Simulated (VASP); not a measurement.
# SnSe (Fm-3m) in VASP: settings compared

Aim: see how the results for SnSe move with the level of theory and the settings. Levels: PBEsol, PBEsol+D4. Tasks: single point.

All numbers are computed with VASP 6.6.1; they aren't measurements. Logs are shortened: lines on timing, memory, paths and dates and some standing lists are left out, and cuts for length are marked.

### Step 1. The cell of the first run

It takes space group Fm-3m (No. 225, cubic). The conventional cell has a = 6.020 Å, b = 6.020 Å, c = 6.020 Å, α = 90.00°, β = 90.00°, γ = 90.00°. Sn (site symmetry m-3m) has 6 Se at 3.01 Å within 4.0 Å. Se (site symmetry m-3m) has 6 Sn at 3.01 Å within 4.0 Å.

### Step 2. Single point, PBEsol

File INCAR:

```
PREC = Accurate
ENCUT = 520
EDIFF = 1E-6
ISMEAR = -1
SIGMA = 0.05
LREAL = False
LASPH = True
NELM = 80
ALGO = Normal
ISIF = 2
LWAVE = False
LCHARG = False
GGA = PS
NBANDS = 17
```

File KPOINTS:

```
Automatic mesh
0
Gamma
  6 6 6
```

File POSCAR:

```
SnSe
1.0
    0.0000000000      3.0100000000      3.0100000000
    3.0100000000      0.0000000000      3.0100000000
    3.0100000000      3.0100000000      0.0000000000
Sn Se
1 1
Direct
    0.0000000000      0.0000000000      0.0000000000
    0.5000000000      0.5000000000      0.5000000000
```

Potentials or basis: VASP PAW PBE potentials, release 64 (Sn_d, Se).

Command:

```bash
$ cat potpaw_PBE.64/Sn_d/POTCAR potpaw_PBE.64/Se/POTCAR > POTCAR
$ mpirun -np 1 vasp_std > vasp.out
```

OUTCAR:

```text
PREC = Accurate
   ENCUT = 520
   EDIFF = 1E-6
   ISMEAR = -1
   LREAL = False
   LASPH = True
   NELM = 80
   ISIF = 2
   GGA = PS

 ion  position               nearest neighbor table
   1  0.000  0.000  0.000-   2 3.01   2 3.01   2 3.01   2 3.01   2 3.01   2 3.01
   2  0.500  0.500  0.500-   1 3.01   1 3.01   1 3.01   1 3.01   1 3.01   1 3.01

  LATTYP: Found a face centered cubic cell.
 ALAT       =     6.0200000000

  Lattice vectors:

 A1 = (   0.0000000000,   3.0100000000,   3.0100000000)
 A2 = (   3.0100000000,   0.0000000000,   3.0100000000)
 A3 = (   3.0100000000,   3.0100000000,   0.0000000000)

Analysis of symmetry for initial positions (statically):
=====================================================================
 Subroutine PRICEL returns:
 Original cell was already a primitive cell.

 Routine SETGRP: Setting up the symmetry group for a
 face centered cubic supercell.

 Subroutine GETGRP returns: Found 48 space group operations
[... 9 lines left out ...]

 Routine SETGRP: Setting up the symmetry group for a
 face centered cubic supercell.

 Subroutine GETGRP returns: Found 48 space group operations
[... 11 lines left out ...]
                                     Primitive cell

  volume of cell :      54.5418

  direct lattice vectors                    reciprocal lattice vectors
     0.000000000  3.010000000  3.010000000    -0.166112957  0.166112957  0.166112957
     3.010000000  0.000000000  3.010000000     0.166112957 -0.166112957  0.166112957
     3.010000000  3.010000000  0.000000000     0.166112957  0.166112957 -0.166112957

  length of vectors
     4.256782823  4.256782823  4.256782823     0.287716081  0.287716081  0.287716081

  position of ions in fractional coordinates (direct lattice)
     0.000000000  0.000000000  0.000000000
     0.500000000  0.500000000  0.500000000

  ion indices of the primitive-cell ions
   primitive index   ion index
                 1           1
                 2           2

----------------------------------------------------------------------------------------

 KPOINTS: Automatic mesh

Automatic generation of k-mesh.
 Grid dimensions read from file:
 generate k-points for:    6    6    6

 Generating k-lattice:

  Cartesian coordinates                     Fractional coordinates (reciprocal lattice)
    -0.027685493  0.027685493  0.027685493     0.166666667  0.000000000  0.000000000
     0.027685493 -0.027685493  0.027685493     0.000000000  0.166666667  0.000000000
     0.027685493  0.027685493 -0.027685493     0.000000000  0.000000000  0.166666667

  Length of vectors
     0.047952680  0.047952680  0.047952680

  Shift w.r.t. Gamma in fractional coordinates (k-lattice)
     0.000000000  0.000000000  0.000000000

 Subroutine IBZKPT returns following result:
 ===========================================

 Found     16 irreducible k-points:

 Following reciprocal coordinates:
            Coordinates               Weight
  0.000000  0.000000  0.000000      1.000000
  0.166667  0.000000  0.000000      8.000000
  0.333333  0.000000  0.000000      8.000000
  0.500000  0.000000  0.000000      4.000000
  0.166667  0.166667  0.000000      6.000000
  0.333333  0.166667  0.000000     24.000000
[... 8 lines left out ...]
 -0.333333  0.333333  0.166667     24.000000
 -0.333333  0.500000  0.166667     12.000000
   k-points           NKPTS =     16   k-points in BZ     NKDIM =     16   number of bands    NBANDS=     17
   number of dos      NEDOS =    301   number of ions     NIONS =      2
   total plane-waves  NPLWV =  32768
   dimension x,y,z NGX =    32 NGY =   32 NGZ =   32
   dimension x,y,z NGXF=    64 NGYF=   64 NGZF=   64
   ions per type =               1   1
   NGX,Y,Z   is equivalent  to a cutoff of  12.50, 12.50, 12.50 a.u.
   NGXF,Y,Z  is equivalent  to a cutoff of  24.99, 24.99, 24.99 a.u.
 SYSTEM =  unknown system
   PREC   = accura    normal or accurate (medium, high low for compatibility)
   ISTART =      0    job   : 0-new  1-cont  2-samecut
   ICHARG =      2    charge: 1-file 2-atom 10-const
   ISPIN  =      1    spin polarized calculation?
   LNONCOLLINEAR =      F non collinear calculations
   LSORBIT =      F    spin-orbit coupling
   LASPH  =      T    aspherical Exc in radial PAW
   ENCUT  =  520.0 eV  38.22 Ry    6.18 a.u.   7.91  7.91  7.91*2*pi/ulx,y,z
   NELM   =     80;   NELMIN=  2; NELMDL= -5     # of ELM steps
   EDIFF  = 0.1E-05   stopping-criterion for ELM
   LREAL  =      F    real-space projection
   EDIFFG = 0.1E-04   stopping-criterion for IOM
   NSW    =      0    number of steps for IOM
   IBRION =     -1    ionic relax: 0-MD 1-quasi-New 2-CG
   NFREE  =      0    steps in history (QN), initial steepest desc. (CG)
   ISIF   =      2    stress and relaxation
   ISYM   =      2    0-nonsym 1-usesym 2-fastsym
   POTIM  = 0.5000    time-step for ionic-motion
   TEBEG  =    0.0;   TEEND  =   0.0 temperature during run
   PSTRESS=    0.0 pullay stress
   NELECT =      20.0000    total number of electrons
   NUPDOWN=      -1.0000    fix difference up-down
   EMIN   =  10.00;   EMAX   =-10.00  energy-range for DOS
   EFERMI =   0.00;   METHOD = LEGACY
   ISMEAR =    -1;   SIGMA  =   0.05  broadening in eV -4-tet -1-fermi 0-gaus
   EFERMI_NEDOS =   21; number of points for ismear=-14 and -15
   IALGO  =     38    algorithm
   IMIX   =      4    mixing-type and parameters
     AMIX     =   0.40;   BMIX     =  1.00
     AMIX_MAG =   1.60;   BMIX_MAG =  1.00
  volume/ion in A,a.u.               =      27.27       184.03
  Fermi-wavevector in a.u.,A,eV,Ry     =   1.171768  2.214321 18.681350  1.373040
  Thomas-Fermi vector in A             =   2.308207
   LORBIT       =      0    0 simple, 1 ext, 2 COOP (PROOUT), +10 PAW based schemes
   GGA     = PS    functional components
   LHFCALC =     F    Hartree Fock is set to
   AEXX    =    0.0000 exact exchange contribution
   IVDW    =     0    specifies the selected vdW correction
   LEPSILON=     F    determine dielectric tensor
   LRPA    =     F    only Hartree local field effects (RPA)
 non-spin polarized calculation
  energy-cutoff  :      520.00
  volume of cell :       54.54
 maximum number of plane-waves:      1484
   NGX = 15   NGY = 15   NGZ = 15

 number of electron      20.0000005 magnetization

 Free energy of the ion-electron system (eV)
  ---------------------------------------------------
  ext. energy  EPLUGINS =         0.00000000
  ---------------------------------------------------
  free energy    TOTEN  =        -8.99270183 eV

  energy without entropy =       -8.99265792  energy(sigma->0) =       -8.99267987

 E-fermi :   5.6735     XC(G=0):  -9.7816

 val. band max:        5.3509003155   @ k =   0.5000   0.0000   0.0000
 cond. band min:       5.9964046135   @ k =   0.5000   0.0000   0.0000
 fundamental gap:      0.6455042980
 Fermi energy:         5.6735458266

 k-point     1 :       0.0000    0.0000    0.0000
  band No.  band energies     occupation
      1     -16.0512      2.00000
      2     -16.0512      2.00000
      3     -16.0512      2.00000
      4     -16.0509      2.00000
      5     -16.0509      2.00000
      6      -8.4522      2.00000
[... 9 lines left out ...]
     16      11.2411      0.00000
     17      13.5030      0.00000

 k-point     2 :       0.1667    0.0000    0.0000
  band No.  band energies     occupation
      1     -16.0530      2.00000
      2     -16.0530      2.00000
      3     -16.0505      2.00000
      4     -16.0478      2.00000
      5     -16.0478      2.00000
      6      -8.2610      2.00000
[... 9 lines left out ...]
     16      11.8718      0.00000
     17      15.2392      0.00000

 k-point     3 :       0.3333    0.0000    0.0000
  band No.  band energies     occupation
      1     -16.0571      2.00000
      2     -16.0571      2.00000
      3     -16.0493      2.00000
      4     -16.0412      2.00000
      5     -16.0412      2.00000
      6      -7.8035      2.00000
[... 9 lines left out ...]
     16      13.5093      0.00000
     17      17.1662      0.00000

 k-point     4 :       0.5000    0.0000    0.0000
  band No.  band energies     occupation
      1     -16.0591      2.00000
      2     -16.0591      2.00000
      3     -16.0487      2.00000
      4     -16.0379      2.00000
      5     -16.0379      2.00000
      6      -7.5156      2.00000
[... 9 lines left out ...]
     16      15.6123      0.00000
     17      15.6123      0.00000

 k-point     5 :       0.1667    0.1667    0.0000
  band No.  band energies     occupation
      1     -16.0563      2.00000
      2     -16.0528      2.00000
      3     -16.0490      2.00000
      4     -16.0468      2.00000
      5     -16.0468      2.00000
      6      -8.1972      2.00000
[... 9 lines left out ...]
     16      12.9372      0.00000
     17      13.9293      0.00000

 k-point     6 :       0.3333    0.1667    0.0000
  band No.  band energies     occupation
      1     -16.0615      2.00000
      2     -16.0520      2.00000
      3     -16.0510      2.00000
      4     -16.0427      2.00000
      5     -16.0402      2.00000
      6      -7.8252      2.00000
[... 9 lines left out ...]
     16      14.4217      0.00000
     17      16.0072      0.00000
[... 121 lines left out ...]
 k-point    13 :       0.5000    0.5000    0.0000
  band No.  band energies     occupation
      1     -16.0801      2.00000
      2     -16.0579      2.00000
      3     -16.0432      2.00000
      4     -16.0332      2.00000
      5     -16.0332      2.00000
      6      -7.2364      2.00000
[... 9 lines left out ...]
     16      16.9772      0.00000
     17      18.0413      0.00000

 k-point    14 :       0.5000    0.3333    0.1667
  band No.  band energies     occupation
      1     -16.0662      2.00000
      2     -16.0511      2.00000
      3     -16.0508      2.00000
      4     -16.0395      2.00000
      5     -16.0380      2.00000
      6      -7.4846      2.00000
[... 9 lines left out ...]
     16      15.3478      0.00000
     17      15.8545      0.00000

 k-point    15 :      -0.3333    0.3333    0.1667
  band No.  band energies     occupation
      1     -16.0677      2.00000
      2     -16.0522      2.00000
      3     -16.0454      2.00000
      4     -16.0441      2.00000
      5     -16.0354      2.00000
      6      -7.2897      2.00000
[... 9 lines left out ...]
     16      16.8198      0.00000
     17      16.8237      0.00000

 k-point    16 :      -0.3333    0.5000    0.1667
  band No.  band energies     occupation
      1     -16.0736      2.00000
      2     -16.0518      2.00000
      3     -16.0477      2.00000
      4     -16.0395      2.00000
      5     -16.0332      2.00000
      6      -7.2151      2.00000
[... 9 lines left out ...]
     16      16.5659      0.00000
     17      18.1431      0.00000

------------------------ aborting loop because EDIFF is reached ----------------------------------------

  FORCE on cell =-STRESS in cart. coord.  units (eV):
  Direction    XX          YY          ZZ          XY          YZ          ZX
  --------------------------------------------------------------------------------------
  -------------------------------------------------------------------------------------
  Total       -0.7665301     -0.7665301     -0.7665301     -0.0000000     -0.0000000      0.0000000
  in kB      -22.5169897    -22.5169897    -22.5169897     -0.0000000     -0.0000000      0.0000000
  external PRESSURE =     -22.5169897 kB  Pullay stress =       0.0000000 kB

 VOLUME and BASIS-vectors are now :
 -----------------------------------------------------------------------------
  energy-cutoff  :      520.00
  volume of cell :       54.54
      direct lattice vectors                 reciprocal lattice vectors
     0.000000000  3.010000000  3.010000000    -0.166112957  0.166112957  0.166112957
     3.010000000  0.000000000  3.010000000     0.166112957 -0.166112957  0.166112957
     3.010000000  3.010000000  0.000000000     0.166112957  0.166112957 -0.166112957

 POSITION                                       TOTAL-FORCE (eV/Angst)
 -----------------------------------------------------------------------------------
      0.00000      0.00000      0.00000         0.000000      0.000000     -0.000000
      3.01000      3.01000      3.01000        -0.000000     -0.000000      0.000000
 -----------------------------------------------------------------------------------
    total drift:                                0.000000     -0.000000     -0.000000

  FREE ENERGIE OF THE ION-ELECTRON SYSTEM (eV)
  ---------------------------------------------------
  free  energy   TOTEN  =        -8.9927018311 eV

  energy  without entropy=       -8.9926579180  energy(sigma->0) =       -8.99267987
```

It took 17 s on 1 thread of Intel Xeon Platinum 8259CL at 2.50GHz (Skylake/Cascade Lake), shared host; peak memory 0.17 GiB.

Results:

```
Free energy            : -8.9927 eV
Pressure               : -2.3 GPa
Band gap on the k mesh : 0.65 eV, direct
```

Levels at points of the mesh, in eV from the valence-band top:
| k point | band 8 | band 9 | band 10 | band 11 | band 12 | band 13 |
| --- | --- | --- | --- | --- | --- | --- |
| (0.00, 0.00, 0.00) | -2.11 | -2.11 | -2.11 | 4.37 | 4.37 | 4.37 |
| (0.50, 0.00, 0.00) | -1.86 | -1.86 | 0.00 | 0.65 | 1.30 | 1.30 |
| (0.50, 0.50, 0.00) | -5.42 | -3.57 | -3.57 | 3.01 | 5.41 | 5.41 |

Caveat: the PAW data sets were made with another functional, which shifts forces and pressure a little; spin-orbit coupling is left out, which moves the levels of the heavy elements.

[end of part 1 of 2]
